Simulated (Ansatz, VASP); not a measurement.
Given: the input of a run of VASP 6.6.1 on CaSe.

The input INCAR:

```
PREC     = Accurate       # precision mode
ENCUT    = 520            # plane-wave cutoff, eV
EDIFF    = 1E-6           # SCF threshold, eV
ISMEAR   = -1             # smearing method
SIGMA    = 0.05           # smearing width, eV
LREAL    = F              # projectors in reciprocal space
LASPH    = T              # aspherical terms in the spheres
NELM     = 100            # most SCF steps
ALGO     = Normal         # electronic algorithm
ISIF     = 2              # what is computed and relaxed
LWAVE    = F              # write WAVECAR
LCHARG   = F              # write CHGCAR
NBANDS   = 15             # bands
```

Contents of KPOINTS:

```
Automatic mesh
0
Gamma
  8 8 8
```

The input POSCAR:

```
CaSe
1.0
    0.0000000000      2.9361604760      2.9361604760
    2.9361604760      0.0000000000      2.9361604760
    2.9361604760      2.9361604760      0.0000000000
Se Ca
1 1
Direct
    0.5000000000      0.5000000000      0.5000000000
    0.0000000000      0.0000000000      0.0000000000
```

Potentials or basis: VASP PAW LDA potentials, release 64 (Se, Ca_sv).

Run with:

```bash
$ cat potpaw_LDA.64/Se/POTCAR potpaw_LDA.64/Ca_sv/POTCAR > POTCAR
$ mpirun -np 1 vasp_std > vasp.out
```

Q: Set up the same calculation for Ansatz 0.2.0. Potentials there: all-electron LAPW, scalar-relativistic.

A: As run (the cutoff follows the program's own potentials):

File input.yaml:

```yaml
crystal:
  lattice:
    - [0.0, 2.936160476, 2.936160476]
    - [2.936160476, 0.0, 2.936160476]
    - [2.936160476, 2.936160476, 0.0]
  atoms:
    - { symbol: Se, position: [0.5, 0.5, 0.5] }
    - { symbol: Ca, position: [0.0, 0.0, 0.0] }
kpoints:
  mp_grid: { grid: [8, 8, 8] }
scf:
  occupations: { method: fermi_dirac, width: 0.05 }
hamiltonian:
  xc: lda
  pseudopotentials: { kind: all_electron, lapw: { basis_error: 0.001 } }
output:
  forces: true
  stress: true
  eigenvalues: true
```

Potentials or basis: all-electron LAPW, scalar-relativistic.

Command:

```bash
$ ansatz run input.yaml --threads 1 --pin off --max-ram 3072MiB --backend cpu --events-out ev --progress --plain --runs-dir out
```

Both were run:

|  | VASP | Ansatz | Ansatz less VASP |
| --- | --- | --- | --- |
| gap on the k mesh at the Fermi level (eV) | 1.81 | 1.83 | +0.016 |
| least direct gap on the mesh (eV) | 2.77 | 2.79 | +0.014 |
| pressure (GPa) | -1.9 | -2.2 | -0.24 |

LDA's correlation is that of Perdew and Zunger in VASP and of Perdew and Wang (1992) in Ansatz. Ansatz ran all-electron here, and VASP with PAW potentials.
